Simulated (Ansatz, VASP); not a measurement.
# SiC in VASP and in Ansatz

```
CELL_PARAMETERS angstrom
3.06116 0.00000 0.00000
-1.53058 2.65105 0.00000
0.00000 0.00000 7.49783
ATOMIC_POSITIONS crystal
Si 0.00000 0.00000 0.00000
Si 0.33333 0.66667 0.33333
Si 0.66667 0.33333 0.66666
C 0.00000 0.00000 0.25000
C 0.33333 0.66667 0.58334
C 0.66667 0.33333 0.91667
```

Alike in both runs: functional LDA; k mesh 8 × 8 × 4; no spin polarisation.

Ansatz relaxed the structure, and its values are those at the end. VASP's run is a single point on that final structure, the one shown.

```csv
,VASP,Ansatz
version,VASP 6.6.1,Ansatz 0.2.0
potentials or method,"VASP PAW LDA potentials, release 64 (Si, C), cutoff 520 eV","scalar-relativistic, plane waves, PAW"
occupations,"gaussian, width 0.01 eV",fixed
valence electrons in the cell,24,24
```

```tsv
	VASP	Ansatz	Ansatz less VASP
gap on the k mesh at the Fermi level (eV)	1.29	1.30	+0.013
least direct gap on the mesh (eV)	2.96	2.98	+0.013
pressure (GPa)	0.4	0.0	-0.40
```

LDA's correlation is that of Perdew and Zunger in VASP and of Perdew and Wang (1992) in Ansatz.
